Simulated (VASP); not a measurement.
A run of VASP 6.6.1:

Contents of INCAR:

```
SYSTEM = ZrSc
  AGGAC = 1.0
  AGGAX = 1.0
  ALDAC = 0.0
  ALDAX = 1.0
  ALGO = Normal
  EDIFF = 1E-6
  ENCUT = 520
  GGA = B5
  ISIF = 2
  ISMEAR = -1
  LASPH = .True.
  LCHARG = .False.
  LREAL = .False.
  LWAVE = .False.
  NBANDS = 18
  NELM = 100
  PREC = Accurate
  SIGMA = 0.15
```

The input KPOINTS:

```
k-points
0
Gamma
  8 8 5
  0 0 0
```

File POSCAR:

```
ZrSc
1.0
    3.2828456700      0.0000000000      0.0000000000
   -1.6414228400      2.8430277500      0.0000000000
    0.0000000000      0.0000000000      5.1550053600
Zr Sc
1 1
Direct
    0.6666666700      0.3333333300      0.0000000000
    0.0000000000      0.0000000000      0.5000000000
```

Potentials or basis: VASP PAW PBE potentials, release 64 (Zr_sv, Sc_sv).

Launch:

```bash
$ cat potpaw_PBE.64/Zr_sv/POTCAR potpaw_PBE.64/Sc_sv/POTCAR > POTCAR
$ mpirun -np 1 vasp_std > vasp.out
```

Hardware: 1 thread of AMD EPYC 7R13 Processor (Zen 3) (shared host).

Problem. How long does it take, and how much memory?

Solution. It took 27 s on 1 thread of AMD EPYC 7R13 Processor (Zen 3), with other jobs on the host, peak memory 0.14 GiB. Counts: scf iterations 14, k points 30.
